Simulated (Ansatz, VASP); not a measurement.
**Two plane-wave programs on Al2BiBr**

```
Al Bi Br
1.0
     4.68411    0.00000    0.00000
     0.00000    4.68411    0.00000
     0.00000    0.00000    6.61242
Al Bi Br
2 1 1
Cartesian
  2.3421 0.0000 4.9252
  0.0000 2.3421 1.6873
  0.0000 0.0000 3.3062
  2.3421 2.3421 0.0000
```

Change from the starting cell: species swapped into the Mg2SeS type (P-4m2, No. 115).

Alike in both runs: functional PBE; k mesh 10 × 10 × 8; occupations gaussian, width 0.1 eV; no spin polarisation.

Ansatz relaxed the structure, and its values are those at the end. VASP's run is a single point on that final structure, the one shown.

```csv
,VASP,Ansatz
version,VASP 6.6.1,Ansatz 0.2.0
potentials or method,"VASP PAW PBE potentials, release 64 (Al, Bi_d, Br), cutoff 520 eV","scalar-relativistic, plane waves, PAW"
valence electrons in the cell,28,28
```

```csv
,VASP,Ansatz,Ansatz less VASP
gap on the k mesh at the Fermi level (eV),none,none,-
pressure (GPa),0.0,0.0,+0.03
```

A gap of «none» marks a metal or a gap that the smearing closes.

Neither program's run includes spin-orbit coupling.
